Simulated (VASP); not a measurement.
# Li2S (Fm-3m) in VASP: further runs

Li2S is run at these levels: PBEsol; tasks: single point, relaxation of cell and atoms.

Everything below comes from runs of VASP 6.6.1. Logs are shortened: lines on timing, memory, paths and dates and some standing lists are left out, and cuts for length are marked.

## 1. The cell of the first run

It takes space group Fm-3m (No. 225, cubic). The conventional cell has a = 5.504 Å, b = 5.504 Å, c = 5.504 Å, α = 90.00°, β = 90.00°, γ = 90.00°. Within 3.1 Å of Li (site symmetry -43m) lie 4 S at 2.38 Å and 6 Li at 2.75 Å. Within 3.1 Å of S (site symmetry m-3m) lie 8 Li at 2.38 Å.

## 2. Single point, PBEsol

File INCAR:

```
SYSTEM = Li2S
ALGO     = Normal         ! electronic algorithm
EDIFF    = 1E-6           ! SCF threshold, eV
ENCUT    = 750            ! plane-wave cutoff, eV
GGA      = PS             ! functional
GGA_COMPAT= .False.      
ISIF     = 2              ! what is computed and relaxed
ISMEAR   = 0              ! smearing method
LASPH    = .True.         ! aspherical terms in the spheres
LCHARG   = .False.        ! write CHGCAR
LREAL    = .False.        ! projectors in reciprocal space
LWAVE    = .False.        ! write WAVECAR
NBANDS   = 13             ! bands
NELM     = 120            ! most SCF steps
PREC     = Accurate       ! precision mode
SIGMA    = 0.01           ! smearing width, eV
```

File KPOINTS:

```
k-points
0
Gamma
  8 8 8
  0 0 0
```

File POSCAR:

```
Li2S
1.0
    2.7518747133      2.7518747133      0.0000000000
   -2.7518747133      2.7518747133      0.0000000000
    0.0000000000      2.7518747133      2.7518747133
Li S
2 1
Direct
    0.2500000000      0.7500000000      0.5000000000
    0.7500000000      0.2500000000      0.5000000000
    0.0000000000      0.0000000000      0.0000000000
```

Potentials or basis: VASP PAW PBE potentials, release 64 (Li_sv, S).

Started as:

```bash
$ cat potpaw_PBE.64/Li_sv/POTCAR potpaw_PBE.64/S/POTCAR > POTCAR
$ mpirun -np 1 vasp_std > vasp.out
```

OUTCAR:

```text
SYSTEM = Li2S
   EDIFF = 1E-6
   ENCUT = 750
   GGA = PS
   ISIF = 2
   ISMEAR = 0
   LASPH = .True.
   LREAL = .False.
   NELM = 120
   PREC = Accurate

 ion  position               nearest neighbor table
   1  0.250  0.750  0.500-   3 2.38   3 2.38   3 2.38   3 2.38
   2  0.750  0.250  0.500-   3 2.38   3 2.38   3 2.38   3 2.38
   3  0.000  0.000  0.000-   2 2.38   1 2.38   1 2.38   2 2.38   1 2.38   2 2.38   2 2.38   1 2.38

  LATTYP: Found a face centered cubic cell.
 ALAT       =     5.5037494266

  Lattice vectors:

 A1 = (   0.0000000000,   2.7518747133,   2.7518747133)
 A2 = (   2.7518747133,   0.0000000000,   2.7518747133)
 A3 = (   2.7518747133,   2.7518747133,   0.0000000000)

Analysis of symmetry for initial positions (statically):
=====================================================================
 Subroutine PRICEL returns:
 Original cell was already a primitive cell.

 Routine SETGRP: Setting up the symmetry group for a
 face centered cubic supercell.

 Subroutine GETGRP returns: Found 48 space group operations
 (whereof 48 operations were pure point group operations)
 out of a pool of 48 trial point group operations.

The static configuration has the point symmetry O_h .

Analysis of symmetry for dynamics (positions and initial velocities):
=====================================================================
 Subroutine PRICEL returns:
 Original cell was already a primitive cell.

 Routine SETGRP: Setting up the symmetry group for a
 face centered cubic supercell.

 Subroutine GETGRP returns: Found 48 space group operations
 (whereof 48 operations were pure point group operations)
 out of a pool of 48 trial point group operations.

The dynamic configuration has the point symmetry O_h .

 Subroutine INISYM returns: Found 48 space group operations
 (whereof 48 operations are pure point group operations),
 and found     1 'primitive' translations

----------------------------------------------------------------------------------------

                                     Primitive cell

  volume of cell :      41.6789

  direct lattice vectors                    reciprocal lattice vectors
     2.751874713  2.751874713  0.000000000     0.181694318  0.181694318 -0.181694318
    -2.751874713  2.751874713  0.000000000    -0.181694318  0.181694318 -0.181694318
     0.000000000  2.751874713  2.751874713     0.000000000  0.000000000  0.363388637

  length of vectors
     3.891738542  3.891738542  3.891738542     0.314703791  0.314703791  0.363388637

  position of ions in fractional coordinates (direct lattice)
     0.250000000  0.750000000  0.500000000
     0.750000000  0.250000000  0.500000000
     0.000000000  0.000000000  0.000000000

  ion indices of the primitive-cell ions
   primitive index   ion index
                 1           1
                 2           2
                 3           3

----------------------------------------------------------------------------------------

 KPOINTS: k-points

Automatic generation of k-mesh.
 Grid dimensions read from file:
 generate k-points for:    8    8    8

 Generating k-lattice:

  Cartesian coordinates                     Fractional coordinates (reciprocal lattice)
     0.022711790  0.022711790 -0.022711790     0.125000000  0.000000000  0.000000000
    -0.022711790  0.022711790 -0.022711790     0.000000000  0.125000000  0.000000000
     0.000000000  0.000000000  0.045423580     0.000000000  0.000000000  0.125000000

  Length of vectors
     0.039337974  0.039337974  0.045423580

  Shift w.r.t. Gamma in fractional coordinates (k-lattice)
     0.000000000  0.000000000  0.000000000

 Subroutine IBZKPT returns following result:
 ===========================================

 Found     29 irreducible k-points:

 Following reciprocal coordinates:
            Coordinates               Weight
  0.000000  0.000000  0.000000      1.000000
  0.125000  0.000000  0.000000      8.000000
  0.250000  0.000000  0.000000      8.000000
  0.375000  0.000000  0.000000      8.000000
  0.500000  0.000000  0.000000      4.000000
  0.125000  0.125000  0.000000     12.000000
[... 16 lines left out ...]
  0.375000  0.250000  0.125000     48.000000
  0.500000  0.250000  0.125000     24.000000
 [... further k-points ...]
   k-points           NKPTS =     29   k-points in BZ     NKDIM =     29   number of bands    NBANDS=     13
   number of dos      NEDOS =    301   number of ions     NIONS =      3
   total plane-waves  NPLWV =  46656
   dimension x,y,z NGX =    36 NGY =   36 NGZ =   36
   dimension x,y,z NGXF=    72 NGYF=   72 NGZF=   72
   ions per type =               2   1
   NGX,Y,Z   is equivalent  to a cutoff of  15.38, 15.38, 15.38 a.u.
   NGXF,Y,Z  is equivalent  to a cutoff of  30.76, 30.76, 30.76 a.u.
 SYSTEM =  Li2S
   PREC   = accura    normal or accurate (medium, high low for compatibility)
   ISTART =      0    job   : 0-new  1-cont  2-samecut
   ICHARG =      2    charge: 1-file 2-atom 10-const
[... 70 lines left out ...]
      8       8.2660      0.00000
      9       8.2660      0.00000
     10       8.2660      0.00000
     11      13.4956      0.00000
     12      13.4956      0.00000
     13      14.8759      0.00000

 k-point     2 :       0.1250    0.0000    0.0000
  band No.  band energies     occupation
      1     -41.2330      2.00000
      2     -41.1699      2.00000
      3      -9.1568      2.00000
      4       1.4066      2.00000
      5       1.9863      2.00000
      6       1.9863      2.00000
      7       7.1697      0.00000
      8       8.5294      0.00000
      9       8.5294      0.00000
     10       8.7214      0.00000
     11      12.4737      0.00000
     12      12.4737      0.00000
     13      15.0802      0.00000

 k-point     3 :       0.2500    0.0000    0.0000
  band No.  band energies     occupation
      1     -41.2250      2.00000
      2     -41.1768      2.00000
      3      -8.9819      2.00000
      4       0.1634      2.00000
      5       1.7615      2.00000
      6       1.7615      2.00000
      7       7.8044      0.00000
      8       8.8741      0.00000
      9       8.8741      0.00000
     10       9.7676      0.00000
     11      12.1107      0.00000
     12      12.1107      0.00000
     13      15.6856      0.00000

 k-point     4 :       0.3750    0.0000    0.0000
  band No.  band energies     occupation
      1     -41.2134      2.00000
      2     -41.1873      2.00000
      3      -8.7857      2.00000
      4      -0.8246      2.00000
      5       1.5687      2.00000
      6       1.5687      2.00000
      7       8.3484      0.00000
      8       8.7367      0.00000
      9       8.7367      0.00000
     10      10.5756      0.00000
     11      13.3234      0.00000
     12      13.3234      0.00000
     13      16.4267      0.00000

 k-point     5 :       0.5000    0.0000    0.0000
  band No.  band energies     occupation
      1     -41.2002      2.00000
      2     -41.2000      2.00000
      3      -8.6966      2.00000
      4      -1.1956      2.00000
      5       1.4962      2.00000
      6       1.4962      2.00000
      7       8.5903      0.00000
      8       8.6018      0.00000
      9       8.6018      0.00000
     10      10.8379      0.00000
     11      15.5096      0.00000
     12      15.5178      0.00000
     13      15.5199      0.00000
[... 257 lines left out ...]
 k-point    22 :       0.2500    0.2500    0.1250
  band No.  band energies     occupation
      1     -41.2198      2.00000
      2     -41.1811      2.00000
      3      -8.8494      2.00000
      4       0.0307      2.00000
      5       0.9280      2.00000
      6       1.4839      2.00000
      7       7.6526      0.00000
      8       9.2712      0.00000
      9       9.3138      0.00000
     10      10.4275      0.00000
     11      11.4782      0.00000
     12      14.7317      0.00000
     13      17.4209      0.00000

 k-point    23 :       0.3750    0.2500    0.1250
  band No.  band energies     occupation
      1     -41.2105      2.00000
      2     -41.1895      2.00000
      3      -8.6878      2.00000
      4      -0.5950      2.00000
      5       0.6772      2.00000
      6       1.2011      2.00000
      7       7.8413      0.00000
      8       9.0772      0.00000
      9      10.2909      0.00000
     10      10.8288      0.00000
     11      12.4939      0.00000
     12      15.0456      0.00000
     13      16.4298      0.00000

 k-point    24 :       0.5000    0.2500    0.1250
  band No.  band energies     occupation
      1     -41.1999      2.00000
      2     -41.1998      2.00000
      3      -8.6157      2.00000
      4      -0.8673      2.00000
      5       0.6660      2.00000
      6       1.0236      2.00000
      7       7.9316      0.00000
      8       8.9614      0.00000
      9      10.7523      0.00000
     10      11.4455      0.00000
     11      12.8248      0.00000
     12      14.2745      0.00000
     13      16.0566      0.00000

 [... further k-points ...]

------------------------ aborting loop because EDIFF is reached ----------------------------------------

  FORCE on cell =-STRESS in cart. coord.  units (eV):
  Direction    XX          YY          ZZ          XY          YZ          ZX
  --------------------------------------------------------------------------------------
  -------------------------------------------------------------------------------------
  Total        1.0421118      1.0421118      1.0421118      0.0000000      0.0000000      0.0000000
  in kB       40.0598131     40.0598131     40.0598131      0.0000000      0.0000000      0.0000000
  external PRESSURE =      40.0598131 kB  Pullay stress =       0.0000000 kB

 VOLUME and BASIS-vectors are now :
 -----------------------------------------------------------------------------
  energy-cutoff  :      750.00
  volume of cell :       41.68
      direct lattice vectors                 reciprocal lattice vectors
     2.751874713  2.751874713  0.000000000     0.181694318  0.181694318 -0.181694318
    -2.751874713  2.751874713  0.000000000    -0.181694318  0.181694318 -0.181694318
     0.000000000  2.751874713  2.751874713     0.000000000  0.000000000  0.363388637

 POSITION                                       TOTAL-FORCE (eV/Angst)
 -----------------------------------------------------------------------------------
     -1.37594      4.12781      1.37594         0.000000     -0.000000      0.000000
      1.37594      4.12781      1.37594        -0.000000      0.000000      0.000000
      0.00000      0.00000      0.00000        -0.000000     -0.000000      0.000000
 -----------------------------------------------------------------------------------
    total drift:                                0.000000      0.000000      0.000000

  FREE ENERGIE OF THE ION-ELECTRON SYSTEM (eV)
  ---------------------------------------------------
  free  energy   TOTEN  =       -12.3331000371 eV

  energy  without entropy=      -12.3331000371  energy(sigma->0) =      -12.33310004
```

Wall time 36 s (1 thread of Intel Xeon 8259CL, shared host); peak memory 0.2 GiB.

Results:

| Item | Value |
| --- | --- |
| Free energy | -12.3331 eV |
| Pressure | 4.0 GPa |
| Band gap on the k mesh | 3.13 eV, indirect (least direct gap 4.65 eV) |

Caveat: the PAW data sets were made with another functional, which shifts forces and pressure a little. A k mesh can miss the band edges.

## 3. Single point, PBEsol

This run uses another cell than the first one, of 14.41 Å³/atom, 1.037 times its volume.

File INCAR:

```
PREC     = Accurate       # precision mode
ENCUT    = 750            # plane-wave cutoff, eV
EDIFF    = 1E-6           # SCF threshold, eV
ISMEAR   = 0              # smearing method
SIGMA    = 0.01           # smearing width, eV
LREAL    = F              # projectors in reciprocal space
LASPH    = T              # aspherical terms in the spheres
NELM     = 120            # most SCF steps
ALGO     = Normal         # electronic algorithm
ISIF     = 2              # what is computed and relaxed
LWAVE    = F              # write WAVECAR
LCHARG   = F              # write CHGCAR
GGA      = PS             # functional
NBANDS   = 13             # bands
GGA_COMPAT= F
```

File KPOINTS:

```
Automatic mesh
0
Gamma
  8 8 8
```

File POSCAR:

```
Li2S
1.0
    2.7857597957      2.7857597957      0.0000000000
   -2.7857597957      2.7857597957      0.0000000000
    0.0000000000      2.7857597957      2.7857597957
Li S
2 1
Direct
    0.2500000000      0.7500000000      0.5000000000
    0.7500000000      0.2500000000      0.5000000000
    0.0000000000      0.0000000000      0.0000000000
```

Potentials or basis: VASP PAW PBE potentials, release 64 (Li_sv, S).

Started as:

```bash
$ cat potpaw_PBE.64/Li_sv/POTCAR potpaw_PBE.64/S/POTCAR > POTCAR
$ mpirun -np 1 vasp_std > vasp.out
```

It took 34 s on 1 thread of Intel Xeon 8259CL, shared host; peak memory 0.2 GiB.

It converged, with:

```
Free energy            : -12.3635 eV
Pressure               : 2.0 GPa
Band gap on the k mesh : 3.17 eV, indirect (least direct gap 4.45 eV)
```

Levels at points of the mesh, in eV from the valence-band top:
| k point | band 4 | band 5 | band 6 | band 7 | band 8 | band 9 |
| --- | --- | --- | --- | --- | --- | --- |
| (0.00, 0.00, 0.00) | 0.00 | 0.00 | 0.00 | 4.45 | 6.17 | 6.17 |
| (0.50, 0.00, 0.00) | -3.16 | -0.57 | -0.57 | 6.32 | 6.50 | 6.50 |
| (0.50, 0.50, 0.00) | -2.34 | -1.58 | -1.58 | 3.17 | 7.20 | 11.46 |

Caveat: the PAW data sets were made with another functional, which shifts forces and pressure a little.

## 4. Single point, PBEsol

This run uses another cell than the first one, of 15.88 Å³/atom, 1.143 times its volume.

File INCAR:

```
SYSTEM = Li2S
ALGO = Normal
EDIFF = 1E-6
ENCUT = 750
GGA = PS
GGA_COMPAT = .False.
ISIF = 2
ISMEAR = 0
LASPH = .True.
LCHARG = .False.
LREAL = .False.
LWAVE = .False.
NBANDS = 13
NELM = 120
PREC = Accurate
SIGMA = 0.01
```

File KPOINTS:

```
k-points
0
Gamma
  8 8 8
  0 0 0
```

File POSCAR:

```
Li2S
1.0
    2.8774513014      2.8774513014      0.0000000000
   -2.8774513014      2.8774513014      0.0000000000
    0.0000000000      2.8774513014      2.8774513014
Li S
2 1
Direct
    0.2500000000      0.7500000000      0.5000000000
    0.7500000000      0.2500000000      0.5000000000
    0.0000000000      0.0000000000      0.0000000000
```

Started as:

```bash
$ cat potpaw_PBE.64/Li_sv/POTCAR potpaw_PBE.64/S/POTCAR > POTCAR
$ mpirun -np 1 vasp_std > vasp.out
```

Run time: 29 s. Hardware: 1 thread of Intel Xeon 8259CL, shared host; peak memory 0.2 GiB.

Results (log left out):

```yaml
Free_energy: -12.3621 eV
Pressure: -2.1 GPa
Band_gap_on_the_k_mesh: 3.24 eV, indirect (least direct gap 3.95 eV)
```

Levels at points of the mesh, in eV from the valence-band top:
| k point | band 4 | band 5 | band 6 | band 7 | band 8 | band 9 |
| --- | --- | --- | --- | --- | --- | --- |
| (0.00, 0.00, 0.00) | 0.00 | 0.00 | 0.00 | 3.95 | 6.14 | 6.14 |
| (0.50, 0.00, 0.00) | -2.83 | -0.49 | -0.49 | 5.86 | 6.46 | 6.46 |
| (0.50, 0.50, 0.00) | -2.14 | -1.38 | -1.38 | 3.24 | 6.94 | 10.76 |

Caveat: the PAW data sets were made with another functional, which shifts forces and pressure a little.

## 5. Single point, PBEsol

This run uses another cell than the first one, of 15.88 Å³/atom, 1.143 times its volume.

File INCAR:

```
  PREC = Accurate
  ENCUT = 750
  EDIFF = 1E-6
  ISMEAR = 0
  SIGMA = 0.01
  LREAL = False
  LASPH = True
  NELM = 120
  ALGO = Normal
  ISIF = 2
  LWAVE = False
  LCHARG = False
  GGA = PS
  NBANDS = 13
  GGA_COMPAT = False
```

File KPOINTS:

```
regular mesh
0
Gamma
  8 8 8
```

POSCAR is that of step 4.

Started as:

```bash
$ cat potpaw_PBE.64/Li_sv/POTCAR potpaw_PBE.64/S/POTCAR > POTCAR
$ mpirun -np 1 vasp_std > vasp.out
```

It took 35 s on 1 thread of Intel Xeon 8259CL, shared host; peak memory 0.2 GiB.

The run converged. Its results:

- Free energy: -12.3621 eV
- Pressure: -2.1 GPa
- Band gap on the k mesh: 3.24 eV, indirect (least direct gap 3.95 eV)

Levels at points of the mesh, in eV from the valence-band top:
```tsv
k point	band 2	band 3	band 4	band 5	band 6	band 7	band 8	band 9	band 10	band 11
(0.00, 0.00, 0.00)	-43.51	-10.94	0.00	0.00	0.00	3.95	6.14	6.14	6.14	11.05
(0.50, 0.00, 0.00)	-43.52	-10.53	-2.83	-0.49	-0.49	5.86	6.46	6.46	8.09	12.48
(0.50, 0.50, 0.00)	-43.52	-10.40	-2.14	-1.38	-1.38	3.24	6.94	10.76	10.76	11.67
```

Caveat: the PAW data sets were made with another functional, which shifts forces and pressure a little. A k mesh can miss the band edges.

## 6. Relaxation of cell and atoms, PBEsol, target pressure -2 GPa, at which the enthalpy is minimised

This run uses another cell than the first one, of 15.07 Å³/atom, 1.085 times its volume.

File INCAR:

```
SYSTEM = Li2S
ALGO = Normal
EDIFF = 1E-7
EDIFFG = -0.002
ENCUT = 750
GGA = PS
GGA_COMPAT = .FALSE.
IBRION = 2
ISIF = 3
ISMEAR = 0
LASPH = .TRUE.
LCHARG = .FALSE.
LREAL = .FALSE.
LWAVE = .FALSE.
NELM = 120
NELMIN = 4
NSW = 100
PREC = Accurate
PSTRESS = -20.0
SIGMA = 0.01
```

File KPOINTS:

```
k-points
0
G
  8 8 8
  0 0 0
```

File POSCAR:

```
Li2S
1.0
    2.8273111141      2.8273111141      0.0000000000
   -2.8273111141      2.8273111141      0.0000000000
    0.0000000000      2.8273111141      2.8273111141
Li S
2 1
Direct
    0.2500000000      0.7500000000      0.5000000000
    0.7500000000      0.2500000000      0.5000000000
    0.0000000000      0.0000000000      0.0000000000
```

Potentials or basis: VASP PAW PBE potentials, release 64 (Li_sv, S).

Started as:

```bash
$ cat potpaw_PBE.64/Li_sv/POTCAR potpaw_PBE.64/S/POTCAR > POTCAR
$ mpirun -np 1 vasp_std > vasp.out
```

It took 2.1 min on 1 thread of Intel Xeon 8259CL, shared host; peak memory 0.21 GiB.

The run converged. Its results:

- Free energy: -12.3612 eV
- Relaxed volume: 15.86 Å³/atom
- Relaxed cell: a = 4.068 Å, b = 4.068 Å, c = 4.068 Å, α = 60.00°, β = 60.00°, γ = 90.00°
- Space group after relaxing (to 0.05 Å): Fm-3m (No. 225)
- Energy change on relaxing (the enthalpy is what falls): +5.2 meV/atom
- Ionic steps: 4
- Pressure after relaxing: -2.0 GPa
- Band gap on the k mesh: 3.24 eV, indirect (least direct gap 3.96 eV)

The path:
```csv
step,energy change (eV),largest force (eV/Å),pressure (GPa),volume (Å³)
1,0.0000,0.0000,-0.01,45.20
2,0.0044,0.0000,-1.11,46.44
3,0.0172,0.0000,-2.09,47.71
4,0.0156,0.0000,-2.00,47.58
```

Final structure:
```yaml
crystal:
  lattice:
    - [2.87616, 2.87616, 0.00000]
    - [-2.87616, 2.87616, 0.00000]
    - [0.00000, 2.87616, 2.87616]
  atoms:
    - { symbol: Li, position: [0.25000, 0.75000, 0.50000] }
    - { symbol: Li, position: [0.75000, 0.25000, 0.50000] }
    - { symbol: S, position: [0.00000, 0.00000, 0.00000] }
```

Levels at points of the mesh, in eV from the valence-band top:
```tsv
k point	band 3	band 4	band 5	band 6	band 7	band 8	band 9	band 10
(0.00, 0.00, 0.00)	-10.95	0.00	0.00	0.00	3.96	6.14	6.14	6.14
(0.50, 0.00, 0.00)	-10.53	-2.84	-0.49	-0.49	5.87	6.47	6.47	8.10
(0.50, 0.50, 0.00)	-10.41	-2.14	-1.39	-1.39	3.24	6.94	10.77	10.77
```

Caveat: the cell is relaxed towards a set pressure, so the enthalpy falls and the energy may rise; the PAW data sets were made with another functional, which shifts forces and pressure a little. Zero-point motion and thermal expansion aren't in these numbers.

## 7. The runs side by side

| task | cell | gap on the mesh (eV) | pressure (GPa) |
| --- | --- | --- | --- |
| single point | a = 3.892 Å, angles 60.0, 60.0, 90.0°, 3 atoms | 3.13 | 4.0 |
| single point | a = 3.940 Å, angles 60.0, 60.0, 90.0°, 3 atoms | 3.17 | 2.0 |
| single point | a = 4.069 Å, angles 60.0, 60.0, 90.0°, 3 atoms | 3.24 | -2.1 |
| relaxation of cell and atoms | relaxed to -2 GPa from a = 3.998 Å, angles 60.0, 60.0, 90.0°, 3 atoms | 3.24 | -2.0 |

Alike in all rows: level PBEsol; potentials or basis VASP PAW PBE potentials, release 64 (Li_sv, S); no spin polarisation; k mesh 8 × 8 × 8; cutoff (eV) 750; smearing gaussian 0.01 eV.

Caveats: the PAW data sets were made with another functional, which shifts forces and pressure a little; the cell is relaxed towards a set pressure, so the enthalpy falls and the energy may rise (some runs).

Absolute energies hang on the potentials; compare differences alone.
